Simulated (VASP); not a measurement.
# FeSb2Se4 (I-4) in VASP: a series of runs

Runs on FeSb2Se4. Level: r2SCAN. Tasks: single point.

Everything below comes from runs of VASP 6.6.1. Logs are shortened: lines on timing, memory, paths and dates and some standing lists are left out, and cuts for length are marked.

## Step 1: The cell of the first run

Symmetry: I-4, No. 82, tetragonal system. Conventional cell: a = 5.835 Å, b = 5.835 Å, c = 11.061 Å, α = 90.00°, β = 90.00°, γ = 90.00°. Se (site symmetry 1) has 2 Sb at 2.46 to 2.47 Å and 1 Fe at 2.61 Å within 3.3 Å. Within 3.4 Å of Fe (site symmetry -4) lie 4 Se at 2.61 Å. Within 3.3 Å of Sb (site symmetry -4) lie 4 Se at 2.46 Å. Sb (site symmetry -4) has 4 Se at 2.47 Å within 3.3 Å.

## Step 2: Single point, r2SCAN

POSCAR reads:

```
FeSb2Se4
1.0
    0.0000000000      5.8349327100      0.0000000000
    5.8349327100      0.0000000000      0.0000000000
    2.9174663600      2.9174663600     -5.5306442600
Se Fe Sb
4 1 2
Direct
    0.3820000000      0.3610000000      0.7660000000
    0.6390000000      0.1480000000      0.2340000000
    0.8520000000      0.8730000000      0.7660000000
    0.1270000000      0.6180000000      0.2340000000
    0.2500000000      0.7500000000      0.5000000000
    0.7500000000      0.2500000000      0.5000000000
    0.0000000000      0.0000000000      0.0000000000
```

INCAR.step1 reads:

```
SYSTEM = FeSb2Se4
ALGO     = Normal         ! electronic algorithm
EDIFF    = 1E-4           ! SCF threshold, eV
ENCUT    = 520            ! plane-wave cutoff, eV
GGA      = PE             ! functional
ISMEAR   = -1             ! smearing method
LASPH    = .True.         ! aspherical terms in the spheres
LCHARG   = .False.        ! write CHGCAR
LREAL    = .False.        ! projectors in reciprocal space
LWAVE    = .True.         ! write WAVECAR
NBANDS   = 30             ! bands
NELM     = 100            ! most SCF steps
PREC     = Accurate       ! precision mode
SIGMA    = 0.1            ! smearing width, eV
```

INCAR.step2 reads:

```
SYSTEM = FeSb2Se4
ALGO     = Normal         ! electronic algorithm
EDIFF    = 1E-7           ! SCF threshold, eV
ENCUT    = 520            ! plane-wave cutoff, eV
ISIF     = 2              ! what is computed and relaxed
ISMEAR   = -1             ! smearing method
ISTART   = 1            
LASPH    = .True.         ! aspherical terms in the spheres
LCHARG   = .False.        ! write CHGCAR
LMIXTAU  = .True.       
LREAL    = .False.        ! projectors in reciprocal space
LWAVE    = .False.        ! write WAVECAR
METAGGA  = R2SCAN         ! meta-GGA
NBANDS   = 30             ! bands
NELM     = 100            ! most SCF steps
PREC     = Accurate       ! precision mode
SIGMA    = 0.1            ! smearing width, eV
```

KPOINTS reads:

```
k-points
0
Gamma
  4 4 4
  0 0 0
```

Potentials or basis: VASP PAW PBE potentials, release 64 (Se, Fe, Sb).

Launch:

```console
$ cat potpaw_PBE.64/Se/POTCAR potpaw_PBE.64/Fe/POTCAR potpaw_PBE.64/Sb/POTCAR > POTCAR
$ cp INCAR.step1 INCAR
$ mpirun -np 1 vasp_std > vasp.out
$ cp INCAR.step2 INCAR
$ mpirun -np 1 vasp_std > vasp.out
```

OUTCAR:

```text
SYSTEM = FeSb2Se4
   EDIFF = 1E-7
   ENCUT = 520
   ISIF = 2
   ISMEAR = -1
   ISTART = 1
   LASPH = .True.
   LREAL = .False.
   METAGGA = R2SCAN
   NELM = 100
   PREC = Accurate

 ion  position               nearest neighbor table
   1  0.382  0.361  0.766-   6 2.46   7 2.47   5 2.61
   2  0.639  0.148  0.234-   6 2.46   7 2.47   5 2.61
   3  0.852  0.873  0.766-   6 2.46   7 2.47   5 2.61
   4  0.127  0.618  0.234-   6 2.46   7 2.47   5 2.61
   5  0.250  0.750  0.500-   2 2.61   3 2.61   1 2.61   4 2.61
   6  0.750  0.250  0.500-   4 2.46   3 2.46   1 2.46   2 2.46
   7  0.000  0.000  0.000-   1 2.47   4 2.47   2 2.47   3 2.47

  LATTYP: Found a body centered tetragonal cell.
 ALAT       =     5.8349327100
 C/A-ratio  =     1.8957011280

  Lattice vectors:

 A1 = (  -2.9174663600,   2.9174663500,   5.5306442600)
 A2 = (   2.9174663500,  -2.9174663600,   5.5306442600)
 A3 = (   2.9174663600,   2.9174663600,  -5.5306442600)

Analysis of symmetry for initial positions (statically):
=====================================================================
 Subroutine PRICEL returns:
 Original cell was already a primitive cell.

 Routine SETGRP: Setting up the symmetry group for a
 body centered tetragonal supercell.

 Subroutine GETGRP returns: Found  4 space group operations
 (whereof  4 operations were pure point group operations)
 out of a pool of 16 trial point group operations.

The static configuration has the point symmetry S_4 .

Analysis of symmetry for dynamics (positions and initial velocities):
=====================================================================
 Subroutine PRICEL returns:
 Original cell was already a primitive cell.

 Routine SETGRP: Setting up the symmetry group for a
 body centered tetragonal supercell.

 Subroutine GETGRP returns: Found  4 space group operations
 (whereof  4 operations were pure point group operations)
 out of a pool of 16 trial point group operations.

The dynamic configuration has the point symmetry S_4 .

 Subroutine INISYM returns: Found  4 space group operations
 (whereof  4 operations are pure point group operations),
 and found     1 'primitive' translations

----------------------------------------------------------------------------------------

                                     Primitive cell

  volume of cell :     188.2987

  direct lattice vectors                    reciprocal lattice vectors
     0.000000000  5.834932710  0.000000000     0.000000000  0.171381582  0.090405381
     5.834932710  0.000000000  0.000000000     0.171381582  0.000000000  0.090405381
     2.917466360  2.917466360 -5.530644260     0.000000000  0.000000000 -0.180810761

  length of vectors
     5.834932710  5.834932710  6.900090279     0.193764753  0.193764753  0.180810761

  position of ions in fractional coordinates (direct lattice)
     0.382000000  0.361000000  0.766000000
     0.639000000  0.148000000  0.234000000
     0.852000000  0.873000000  0.766000000
     0.127000000  0.618000000  0.234000000
     0.250000000  0.750000000  0.500000000
     0.750000000  0.250000000  0.500000000
     0.000000000  0.000000000  0.000000000

  ion indices of the primitive-cell ions
   primitive index   ion index
                 1           1
                 2           2
                 3           3
                 4           4
                 5           5
                 6           6
                 7           7

----------------------------------------------------------------------------------------

 KPOINTS: k-points

Automatic generation of k-mesh.
 Grid dimensions read from file:
 generate k-points for:    4    4    4

 Generating k-lattice:

  Cartesian coordinates                     Fractional coordinates (reciprocal lattice)
     0.000000000  0.042845396  0.022601345     0.250000000  0.000000000  0.000000000
     0.042845396  0.000000000  0.022601345     0.000000000  0.250000000  0.000000000
     0.000000000  0.000000000 -0.045202690     0.000000000  0.000000000  0.250000000

  Length of vectors
     0.048441188  0.048441188  0.045202690

  Shift w.r.t. Gamma in fractional coordinates (k-lattice)
     0.000000000  0.000000000  0.000000000

 Subroutine IBZKPT returns following result:
 ===========================================

 Found     14 irreducible k-points:

 Following reciprocal coordinates:
            Coordinates               Weight
  0.000000  0.000000  0.000000      1.000000
  0.250000  0.000000  0.000000      8.000000
  0.500000  0.000000  0.000000      4.000000
  0.250000  0.250000  0.000000      8.000000
  0.500000  0.250000  0.000000      8.000000
 -0.250000  0.500000  0.000000      8.000000
 -0.250000  0.250000  0.000000      4.000000
  0.500000  0.500000  0.000000      2.000000
  0.000000  0.000000  0.250000      2.000000
  0.500000  0.000000  0.250000      4.000000
 -0.250000  0.000000  0.250000      8.000000
  0.500000  0.500000  0.250000      2.000000
 -0.250000 -0.250000  0.250000      4.000000
  0.000000  0.000000  0.500000      1.000000
   k-points           NKPTS =     14   k-points in BZ     NKDIM =     14   number of bands    NBANDS=     30
   number of dos      NEDOS =    301   number of ions     NIONS =      7
   total plane-waves  NPLWV = 124416
   dimension x,y,z NGX =    48 NGY =   48 NGZ =   54
   dimension x,y,z NGXF=    96 NGYF=   96 NGZF=  108
   ions per type =               4   1   2
   NGX,Y,Z   is equivalent  to a cutoff of  13.68, 13.68, 13.01 a.u.
   NGXF,Y,Z  is equivalent  to a cutoff of  27.35, 27.35, 26.02 a.u.
 SYSTEM =  FeSb2Se4
   PREC   = accura    normal or accurate (medium, high low for compatibility)
   ISTART =      1    job   : 0-new  1-cont  2-samecut
   ICHARG =      0    charge: 1-file 2-atom 10-const
   ISPIN  =      1    spin polarized calculation?
   LNONCOLLINEAR =      F non collinear calculations
   LSORBIT =      F    spin-orbit coupling
   LASPH  =      T    aspherical Exc in radial PAW
   ENCUT  =  520.0 eV  38.22 Ry    6.18 a.u.  10.85 10.85 12.83*2*pi/ulx,y,z
   NELM   =    100;   NELMIN=  2; NELMDL=  0     # of ELM steps
   EDIFF  = 0.1E-06   stopping-criterion for ELM
   LREAL  =      F    real-space projection
   EDIFFG = 0.1E-05   stopping-criterion for IOM
   NSW    =      0    number of steps for IOM
   IBRION =     -1    ionic relax: 0-MD 1-quasi-New 2-CG
   NFREE  =      0    steps in history (QN), initial steepest desc. (CG)
   ISIF   =      2    stress and relaxation
   ISYM   =      2    0-nonsym 1-usesym 2-fastsym
   POTIM  = 0.5000    time-step for ionic-motion
   TEBEG  =    0.0;   TEEND  =   0.0 temperature during run
   PSTRESS=    0.0 pullay stress
   NELECT =      42.0000    total number of electrons
   NUPDOWN=      -1.0000    fix difference up-down
   EMIN   =  10.00;   EMAX   =-10.00  energy-range for DOS
   EFERMI =   0.00;   METHOD = LEGACY
   ISMEAR =    -1;   SIGMA  =   0.10  broadening in eV -4-tet -1-fermi 0-gaus
   EFERMI_NEDOS =   21; number of points for ismear=-14 and -15
   IALGO  =     38    algorithm
   IMIX   =      4    mixing-type and parameters
     AMIX     =   0.40;   BMIX     =  1.00
     AMIX_MAG =   1.60;   BMIX_MAG =  1.00
  volume/ion in A,a.u.               =      26.90       181.53
  Fermi-wavevector in a.u.,A,eV,Ry     =   0.992831  1.876179 13.411452  0.985714
  Thomas-Fermi vector in A             =   2.124671
   LORBIT       =      0    0 simple, 1 ext, 2 COOP (PROOUT), +10 PAW based schemes
   METAGGA = R2SCAN    functional components
   LHFCALC =     F    Hartree Fock is set to
   AEXX    =    0.0000 exact exchange contribution
   IVDW    =     0    specifies the selected vdW correction
   LEPSILON=     F    determine dielectric tensor
   LRPA    =     F    only Hartree local field effects (RPA)
 non-spin polarized calculation
  energy-cutoff  :      520.00
  volume of cell :      188.30
 maximum number of plane-waves:      5096
 NGX is ok and might be reduce to    48
   NGX = 21   NGY = 21   NGZ = 25

 number of electron      41.9999995 magnetization

 Free energy of the ion-electron system (eV)
  ---------------------------------------------------
  ext. energy  EPLUGINS =         0.00000000
  ---------------------------------------------------
  free energy    TOTEN  =      -118.03806887 eV

  energy without entropy =     -117.75092689  energy(sigma->0) =     -117.89449788

 E-fermi :   4.8221     XC(G=0):  -9.4930

 val. band max:        4.7791166454   @ k =   0.0000   0.0000   0.0000
 cond. band min:       4.8437991329   @ k =  -0.2500  -0.2500   0.2500
 fundamental gap:      0.0646824875
 Fermi energy:         4.8220538489

 k-point     1 :       0.0000    0.0000    0.0000
  band No.  band energies     occupation
      1     -12.0752      2.00000
      2     -10.0487      2.00000
      3     -10.0487      2.00000
      4      -9.9842      2.00000
      5      -7.3217      2.00000
      6      -3.9299      2.00000
[... 22 lines left out ...]
     29       8.2438      0.00000
     30       8.2438      0.00000

 k-point     2 :       0.2500    0.0000    0.0000
  band No.  band energies     occupation
      1     -11.8947      2.00000
      2     -10.3809      2.00000
      3     -10.1045      2.00000
      4     -10.0326      2.00000
      5      -6.8879      2.00000
      6      -4.3038      2.00000
[... 22 lines left out ...]
     29       8.2890      0.00000
     30       8.7396      0.00000

 k-point     3 :       0.5000    0.0000    0.0000
  band No.  band energies     occupation
      1     -11.6080      2.00000
      2     -10.8048      2.00000
      3     -10.1513      2.00000
      4     -10.0716      2.00000
      5      -6.4009      2.00000
      6      -4.6645      2.00000
[... 352 lines left out ...]
     29       8.6311      0.00000
     30       9.0604      0.00000

 k-point    14 :       0.0000    0.0000    0.5000
  band No.  band energies     occupation
      1     -11.3350      2.00000
      2     -11.2655      2.00000
      3     -10.0701      2.00000
      4     -10.0701      2.00000
      5      -5.5722      2.00000
      6      -5.4931      2.00000
[... 22 lines left out ...]
     29       9.1544      0.00000
     30       9.2735      0.00000

------------------------ aborting loop because EDIFF is reached ----------------------------------------

  FORCE on cell =-STRESS in cart. coord.  units (eV):
  Direction    XX          YY          ZZ          XY          YZ          ZX
  --------------------------------------------------------------------------------------
  -------------------------------------------------------------------------------------
  Total       11.5391191     11.5391191     12.9076750     -0.0000019     -0.0000000     -0.0000000
  in kB       98.1828897     98.1828897    109.8275194     -0.0000160     -0.0000001     -0.0000001
  external PRESSURE =     102.0644329 kB  Pullay stress =       0.0000000 kB

 VOLUME and BASIS-vectors are now :
 -----------------------------------------------------------------------------
  energy-cutoff  :      520.00
  volume of cell :      188.30
      direct lattice vectors                 reciprocal lattice vectors
     0.000000000  5.834932710  0.000000000     0.000000000  0.171381582  0.090405381
     5.834932710  0.000000000  0.000000000     0.171381582  0.000000000  0.090405381
     2.917466360  2.917466360 -5.530644260     0.000000000  0.000000000 -0.180810761

 POSITION                                       TOTAL-FORCE (eV/Angst)
 -----------------------------------------------------------------------------------
      4.34119      4.46372     -4.23647         3.580486     -0.581826      0.676210
      1.54626      4.41121     -1.29417        -0.581826     -3.580486     -0.676210
      7.32868      7.20614     -4.23647        -3.580486      0.581826      0.676210
      4.28868      1.42372     -1.29417         0.581826      3.580486     -0.676210
      5.83493      2.91747     -2.76532        -0.000000      0.000000      0.000000
      2.91747      5.83493     -2.76532        -0.000000      0.000000      0.000000
      0.00000      0.00000      0.00000        -0.000000      0.000000      0.000000
 -----------------------------------------------------------------------------------
    total drift:                               -0.000026     -0.000025      0.000024

  FREE ENERGIE OF THE ION-ELECTRON SYSTEM (eV)
  ---------------------------------------------------
  free  energy   TOTEN  =      -118.0380688679 eV

  energy  without entropy=     -117.7509268936  energy(sigma->0) =     -117.89449788
```

Wall time 7.9 min (1 thread of Intel Xeon Platinum 8259CL at 2.50GHz (Skylake/Cascade Lake), shared host); peak memory 0.43 GiB.

What came out:

| Item | Value |
| --- | --- |
| Free energy | -118.0381 eV |
| Pressure | 10.2 GPa |
| Largest force | 3.690 eV/Å |
| Band gap on the k mesh | zero (band 21 reaches 4.87 eV, above the bottom of band 22 at 4.78 eV) |

Forces on the atoms (eV/Å):
```
Se   3.580 -0.582  0.676
Se  -0.582 -3.580 -0.676
Se  -3.580  0.582  0.676
Se   0.582  3.580 -0.676
Fe   0.000  0.000  0.000
Sb   0.000  0.000  0.000
Sb   0.000  0.000  0.000
```

Stress tensor (GPa, compression positive):
```
 9.82  0.00  0.00
 0.00  9.82  0.00
 0.00  0.00 10.98
```

Caveat: the PAW data sets were made with another functional, which shifts forces and pressure a little; spin-orbit coupling is left out, which moves the levels of the heavy elements; the run has no spin polarisation, though such a crystal can be magnetic. With open d or f shells a metallic result of r2SCAN can be an artefact of self-interaction; +U or a hybrid may open a gap.

## Step 3: Single point, r2SCAN

POSCAR is that of step 2.

INCAR.step1 reads:

```
SYSTEM = FeSb2Se4
  PREC = Accurate
  ENCUT = 520
  ISMEAR = -1
  SIGMA = 0.1
  LREAL = .FALSE.
  LASPH = .TRUE.
  NELM = 100
  NBANDS = 30
  GGA = PE
  ALGO = Normal
  EDIFF = 1E-4
  LWAVE = .TRUE.
  LCHARG = .FALSE.
```

INCAR.step2 reads:

```
SYSTEM = FeSb2Se4
  PREC = Accurate
  ENCUT = 520
  EDIFF = 1E-6
  ISMEAR = -1
  SIGMA = 0.1
  LREAL = .FALSE.
  LASPH = .TRUE.
  NELM = 100
  ALGO = Normal
  ISIF = 2
  LWAVE = .FALSE.
  LCHARG = .TRUE.
  METAGGA = R2SCAN
  LMIXTAU = .TRUE.
  LELF = .TRUE.
  LVHAR = .TRUE.
  NBANDS = 30
  ISTART = 1
```

KPOINTS reads:

```
regular mesh
0
G
  4 4 4
  0 0 0
```

Potentials or basis: VASP PAW PBE potentials, release 64 (Se, Fe, Sb).

Launch:

```console
$ cat potpaw_PBE.64/Se/POTCAR potpaw_PBE.64/Fe/POTCAR potpaw_PBE.64/Sb/POTCAR > POTCAR
$ cp INCAR.step1 INCAR
$ mpirun -np 1 vasp_std > vasp.out
$ cp INCAR.step2 INCAR
$ mpirun -np 1 vasp_std > vasp.out
```

It took 8 min on 1 thread of Intel Xeon Platinum 8259CL at 2.50GHz (Skylake/Cascade Lake), shared host; peak memory 0.43 GiB.

It converged, with:

| Quantity | Value |
| --- | --- |
| Free energy | -118.0381 eV |
| Pressure | 10.2 GPa |
| Largest force | 3.690 eV/Å |
| Band gap on the k mesh | zero (band 21 reaches 4.87 eV, above the bottom of band 22 at 4.78 eV) |

Forces on the atoms (eV/Å):
```
Se   3.581 -0.582  0.676
Se  -0.582 -3.581 -0.676
Se  -3.581  0.582  0.676
Se   0.582  3.581 -0.676
Fe   0.000  0.000  0.000
Sb   0.000  0.000  0.000
Sb   0.000  0.000  0.000
```

Stress tensor (GPa, compression positive):
```
 9.82  0.00  0.00
 0.00  9.82  0.00
 0.00  0.00 10.98
```

Levels at points of the mesh, in eV from the Fermi level:
| k point | band 19 | band 20 | band 21 | band 22 | band 23 | band 24 |
| --- | --- | --- | --- | --- | --- | --- |
| (0.00, 0.00, 0.00) | -0.72 | -0.38 | -0.04 | -0.04 | 0.83 | 0.96 |
| (0.50, 0.00, 0.00) | -0.52 | -0.44 | -0.06 | 0.21 | 0.30 | 0.88 |
| (0.50, 0.50, 0.00) | -0.66 | -0.57 | 0.05 | 0.13 | 0.18 | 1.58 |
| (0.00, 0.00, 0.50) | -0.52 | -0.52 | -0.05 | 0.26 | 0.32 | 0.71 |

Caveat: the PAW data sets were made with another functional, which shifts forces and pressure a little; spin-orbit coupling is left out, which moves the levels of the heavy elements; the run has no spin polarisation, though such a crystal can be magnetic. With open d or f shells a metallic result of r2SCAN can be an artefact of self-interaction; +U or a hybrid may open a gap.

## Step 4: Single point, r2SCAN

POSCAR is that of step 3.

INCAR.step1 reads:

```
SYSTEM = FeSb2Se4
  PREC = Accurate
  ENCUT = 520
  ISMEAR = -1
  SIGMA = 0.1
  LREAL = .False.
  LASPH = .True.
  NELM = 100
  NBANDS = 30
  GGA = PE
  ALGO = Normal
  EDIFF = 1E-4
  LWAVE = .True.
  LCHARG = .False.
```

INCAR.step2 reads:

```
SYSTEM = FeSb2Se4
  PREC = Accurate
  ENCUT = 520
  EDIFF = 1E-6
  ISMEAR = -1
  SIGMA = 0.1
  LREAL = .False.
  LASPH = .True.
  NELM = 100
  ALGO = Normal
  ISIF = 2
  LWAVE = .False.
  LCHARG = .False.
  METAGGA = R2SCAN
  LMIXTAU = .True.
  NBANDS = 30
  ISTART = 1
```

KPOINTS reads:

```
regular mesh
0
Gamma
  4 4 4
  0 0 0
```

Launch:

```console
$ cat potpaw_PBE.64/Se/POTCAR potpaw_PBE.64/Fe/POTCAR potpaw_PBE.64/Sb/POTCAR > POTCAR
$ cp INCAR.step1 INCAR
$ mpirun -np 1 vasp_std > vasp.out
$ cp INCAR.step2 INCAR
$ mpirun -np 1 vasp_std > vasp.out
```

It took 9 min on 1 thread of Intel Xeon Platinum 8259CL at 2.50GHz (Skylake/Cascade Lake), shared host; peak memory 0.43 GiB.

Results (log left out):

- Free energy: -118.0381 eV
- Pressure: 10.2 GPa
- Largest force: 3.690 eV/Å
- Band gap on the k mesh: zero (band 21 reaches 4.87 eV, above the bottom of band 22 at 4.78 eV)

Forces in eV/Å, atoms in the order of the input:
```
Se   3.581 -0.582  0.676
Se  -0.582 -3.581 -0.676
Se  -3.581  0.582  0.676
Se   0.582  3.581 -0.676
Fe   0.000  0.000  0.000
Sb   0.000  0.000  0.000
Sb   0.000  0.000  0.000
```

Stress tensor (GPa, compression positive):
```
 9.82  0.00  0.00
 0.00  9.82  0.00
 0.00  0.00 10.98
```

Levels at points of the mesh, in eV from the Fermi level:
```
           k point  band 19  band 20  band 21  band 22  band 23  band 24
(0.00, 0.00, 0.00)    -0.72    -0.38    -0.04    -0.04     0.83     0.96
(0.50, 0.00, 0.00)    -0.52    -0.44    -0.06     0.21     0.30     0.88
(0.50, 0.50, 0.00)    -0.66    -0.57     0.05     0.13     0.18     1.58
(0.00, 0.00, 0.50)    -0.52    -0.52    -0.05     0.26     0.32     0.71
```

Caveat: the PAW data sets were made with another functional, which shifts forces and pressure a little; spin-orbit coupling is left out, which moves the levels of the heavy elements; the run has no spin polarisation, though such a crystal can be magnetic.
